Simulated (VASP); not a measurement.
Ti, 2 atoms in the cell. Symmetry: P6_3/mmc, No. 194, hexagonal system. Conventional cell: a = 2.939 Å, b = 2.939 Å, c = 4.649 Å, α = 90.00°, β = 90.00°, γ = 120.00°. Ti (site symmetry -6m2) has 12 Ti at 2.88 to 2.94 Å within 3.8 Å. 

```yaml
Program: VASP 6.6.1
Task: single point
Functional: PBE
Potentials_or_basis: VASP PAW PBE potentials, release 64 (Ti_sv)
Cutoff: 400 eV
k_mesh: 18 × 18 × 10
Occupations: gaussian, width 0.1 eV
Spin: no spin polarisation
Dipole_correction: no
k_mesh_for_the_DOS: 27 × 27 × 15
Occupations_for_the_DOS: tetrahedron
Further_INCAR_settings: ALGO = Normal; EDIFF = 1e-06
```

Potentials or basis: VASP PAW PBE potentials, release 64 (Ti_sv).

The run is started by

```console
$ cat potpaw_PBE.64/Ti_sv/POTCAR > POTCAR
$ cp INCAR.step1 INCAR
$ cp KPOINTS.step1 KPOINTS
$ mpirun -np 1 vasp_std > vasp.out
$ cp INCAR.step2 INCAR
$ cp KPOINTS.step2 KPOINTS
$ mpirun -np 1 vasp_std > vasp.out
```

Hardware: 1 thread of AMD EPYC 7R43 64-Core Processor (Zen 3), with other jobs on the host.

Problem. Estimate the wall time of this run.

Solution. Run time: 3.6 min on 1 thread of AMD EPYC 7R43 64-Core Processor (Zen 3), on a shared host, peak memory 0.28 GiB. Counts: k points 600.
